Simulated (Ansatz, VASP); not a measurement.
C in VASP and in Ansatz

POSCAR

```
C
1.0
    4.2551700000      0.0000000000      0.0000000000
    0.0000000000      4.2551700000      0.0000000000
    0.0000000000      0.0000000000      1.2822900000
C
1
Direct
    0.5000000000      0.5000000000      0.5000000000
```

INCAR.step1

```
SYSTEM = C
PREC = Accurate ; ENCUT = 520
EDIFF = 1E-5 ; ISMEAR = -1
SIGMA = 0.05 ; LREAL = .FALSE.
LASPH = .TRUE. ; NELM = 80
ALGO = Normal ; ISIF = 2
LWAVE = .TRUE. ; NBANDS = 8
GGA = PE
```

The input INCAR.step2:

```
SYSTEM = C
PREC = Accurate ; ENCUT = 520
EDIFF = 1E-6 ; ISMEAR = -1
SIGMA = 0.05 ; LREAL = .FALSE.
LASPH = .TRUE. ; NELM = 80
ALGO = Normal ; ISIF = 2
LWAVE = .FALSE. ; LCHARG = .TRUE.
GGA = PE ; LHFCALC = .TRUE.
AEXX = 0.25 ; HFSCREEN = 0.3
PRECFOCK = Normal ; LELF = .TRUE.
LVHAR = .TRUE. ; NBANDS = 8
ISTART = 1
```

File KPOINTS:

```
regular mesh
0
G
  3 3 10
  0 0 0
```

Contents of input:

```
crystal:
  lattice:
    - [4.25517, 0.0, 0.0]
    - [0.0, 4.25517, 0.0]
    - [0.0, 0.0, 1.28229]
  atoms:
    - { symbol: C, position: [0.5, 0.5, 0.5] }
hamiltonian:
  xc: { exchange: pbe, correlation: pbe, exx: { coeff: 0.25, omega: 0.3 } }
  pseudopotentials: { kind: paw }
kpoints:
  mp_grid: { grid: [3, 3, 10] }
  band_path:
    path:
      - [[0.0, 0.0, 0.0], [0.0, 0.5, 0.0], [0.5, 0.5, 0.0], [0.0, 0.0, 0.0], [0.0, 0.0, 0.5], [0.0, 0.5, 0.5], [0.5, 0.5, 0.5], [0.0, 0.0, 0.5]]
      - [[0.0, 0.5, 0.0], [0.0, 0.5, 0.5]]
      - [[0.5, 0.5, 0.0], [0.5, 0.5, 0.5]]
    npoints: 4
scf:
  occupations: { method: fermi_dirac, width: 0.05 }
  n_extra_bands: 6
output:
  forces: true
  stress: true
  eigenvalues: true
  fatbands: false
```

Alike in both runs: functional PBE-based screened hybrid; k mesh 3 × 3 × 10; occupations fermi-dirac, width 0.05 eV; no spin polarisation.

```csv
,VASP,Ansatz
version,VASP 6.6.1,Ansatz 0.2.0
potentials or method,"VASP PAW PBE potentials, release 64 (C)",Ansatz PAW
plane-wave cutoff (eV),520,420
valence electrons in the cell,4,4
task,single point,band structure
```

|  | VASP | Ansatz | Ansatz less VASP |
| --- | --- | --- | --- |
| pressure (GPa) | -2.8 | -2.7 | +0.02 |
| traceless stress, the component that is largest in VASP (GPa) | -5.55 | -5.60 | -0.050 |

VASP's potentials were made for PBE, not for PBE-based screened hybrid.

The k mesh is coarse, so the values compare programs but aren't converged. Noted on Ansatz's run: odd divisions of the mesh miss points on the zone boundary, where band edges often lie, so the gap on the mesh can be too wide.
